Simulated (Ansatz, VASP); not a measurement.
# SbP in VASP and in Ansatz

```
Sb P
1.0
     0.00000    2.85481    2.85481
     2.85481    0.00000    2.85481
     2.85481    2.85481    0.00000
Sb P
1 1
Direct
  0.00000 0.00000 0.00000
  0.50000 0.50000 0.50000
```

Change from the starting cell: volume scaled by 1.04.

Alike in both runs: task single point; functional PBE; k mesh 11 × 11 × 11; occupations fermi-dirac, width 0.05 eV; no spin polarisation.

```csv
,VASP,Ansatz
version,VASP 6.6.1,Ansatz 0.2.0
potentials or method,"VASP PAW PBE potentials, release 64 (Sb, P), cutoff 520 eV","all-electron LAPW, scalar-relativistic"
```

|  | VASP | Ansatz | Ansatz less VASP |
| --- | --- | --- | --- |
| pressure (GPa) | -2.9 | -2.8 | +0.13 |

Ansatz ran all-electron here, and VASP with PAW potentials.

Neither program's run includes spin-orbit coupling.
